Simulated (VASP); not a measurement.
Runs of VASP 6.6.1 on GaP. The structure is that of space group F-43m (No. 216), or close to it. The cells are those of the table. 

```csv
level,cell,smearing,gap on the mesh (eV),pressure (GPa)
PBE,"a = 3.905, b = 3.905, c = 3.854 Å, angles 60.4, 60.4, 59.1°, 2 atoms",fermi-dirac 0.02 eV,1.53,0.3
PBE,"a = 3.874, b = 3.854 Å, angles 60.2, 59.7, 60.2°, 2 atoms",fermi-dirac 0.02 eV,1.61,(b)
r2SCAN,"a = 3.874, b = 3.854 Å, angles 60.2, 59.7, 60.2°, 2 atoms",gaussian 0.01 eV,1.87,-0.9
r2SCAN,"a = 3.905, b = 3.905, c = 3.854 Å, angles 60.4, 60.4, 59.1°, 2 atoms",gaussian 0.01 eV,(a),(c)
```

Alike in all rows: task single point; potentials or basis VASP PAW PBE potentials, release 64 (Ga_d, P); no spin polarisation; k mesh 8 × 8 × 8; cutoff (eV) 520.

Problem. Fill in the values left out.

Solution. (a) 1.81; (b) 1.5; (c) -2.2.

Caveats: the PAW data sets were made with another functional, which shifts forces and pressure a little (some runs).

A k mesh can miss the band edges, and the runs leave out spin-orbit coupling on Ga.
